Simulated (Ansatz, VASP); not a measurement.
**Al2BN3 in VASP and in Ansatz**

```
CELL_PARAMETERS angstrom
2.95909 0.00000 0.00000
-1.47955 2.56265 0.00000
0.00000 0.00000 7.23365
ATOMIC_POSITIONS crystal
Al 0.00000 0.00000 0.98957
Al 0.66667 0.33333 0.34703
B 0.33333 0.66667 0.65416
N 0.66667 0.33333 0.08788
N 0.33333 0.66667 0.44360
N 0.00000 0.00000 0.72775
```

Alike in both runs: functional PBE; k mesh 12 × 12 × 4; occupations gaussian, width 0.02 eV; no spin polarisation.

Ansatz relaxed the structure, and its values are those at the end. VASP's run is a single point on that final structure, the one shown.

|  | VASP | Ansatz |
| --- | --- | --- |
| version | VASP 6.6.1 | Ansatz 0.2.0 |
| potentials or method | VASP PAW PBE potentials, release 64 (Al, B, N), cutoff 520 eV | scalar-relativistic, plane waves, PAW |
| valence electrons in the cell | 24 | 24 |

VASP gave:

```
gap on the k mesh at the Fermi level (eV) : 3.10
least direct gap on the mesh (eV)         : 4.07
pressure (GPa)                            : -0.2
rms of the force components (eV/Å)        : 0.009
```

Task: Estimate Ansatz's values.

Result: gap on the k mesh at the Fermi level (eV): 3.10; least direct gap on the mesh (eV): 4.08; pressure (GPa): 0.0; rms of the force components (eV/Å): 0.004.
